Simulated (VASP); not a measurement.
Input of a VASP 6.6.1 run:

The input INCAR:

```
SYSTEM = CsCl
PREC = Accurate
ENCUT = 500
EDIFF = 1E-6
ISMEAR = 0
SIGMA = 0.01
LREAL = .FALSE.
LASPH = .TRUE.
NELM = 120
ALGO = Normal
ISIF = 2
LWAVE = .FALSE.
LCHARG = .FALSE.
GGA = PE
NBANDS = 15
GGA_COMPAT = .FALSE.
```

File KPOINTS:

```
Automatic mesh
0
Gamma
  4 4 4
  0.5 0.5 0.5
```

Contents of POSCAR:

```
CsCl
1.0
    4.1406758997      0.0000000000      0.0000000000
    0.0000000000      4.1406758997      0.0000000000
    0.0000000000      0.0000000000      4.1406758997
Cs Cl
1 1
Direct
    0.0000000000      0.0000000000      0.0000000000
    0.5000000000      0.5000000000      0.5000000000
```

Potentials or basis: VASP PAW PBE potentials, release 64 (Cs_sv, Cl).

Command:

```sh
$ cat potpaw_PBE.64/Cs_sv/POTCAR potpaw_PBE.64/Cl/POTCAR > POTCAR
$ mpirun -np 1 vasp_std > vasp.out
```

Q: What does it give for the pressure?

A: 0.8 GPa.

Q: Estimate the band gap on the k mesh.

A: 6.21 eV.

Caveat: spin-orbit coupling is left out, which moves the levels of the heavy elements; a shifted mesh leaves out Γ, where band edges can lie. A k mesh can miss the band edges.
